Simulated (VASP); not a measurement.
Here is a VASP 6.6.1 calculation.

File INCAR:

```
ALGO = Normal ; EDIFF = 1E-6
ENCUT = 520 ; GGA = PE
ISIF = 2 ; ISMEAR = 0
LASPH = True ; LCHARG = False
LREAL = False ; LWAVE = False
NBANDS = 19 ; NELM = 100
PREC = Accurate ; SIGMA = 0.05
```

The input KPOINTS:

```
k-points
0
Gamma
  8 8 8
```

Contents of POSCAR:

```
SrCl2
1.0
    0.0000000000      3.5206059550      3.5206059550
    3.5206059550      0.0000000000      3.5206059550
    3.5206059550      3.5206059550      0.0000000000
Sr Cl
1 2
Direct
    0.0000000000      0.0000000000      0.0000000000
    0.2500000000      0.2500000000      0.2500000000
    0.7500000000      0.7500000000      0.7500000000
```

Potentials or basis: VASP PAW PBE potentials, release 64 (Sr_sv, Cl).

Run with:

```sh
$ cat potpaw_PBE.64/Sr_sv/POTCAR potpaw_PBE.64/Cl/POTCAR > POTCAR
$ mpirun -np 1 vasp_std > vasp.out
```

(1) Estimate the pressure.

(2) Estimate the band gap on the k mesh.

Results:

(1) 0.1 GPa.

(2) 5.23 eV, indirect (least direct gap 5.52 eV).
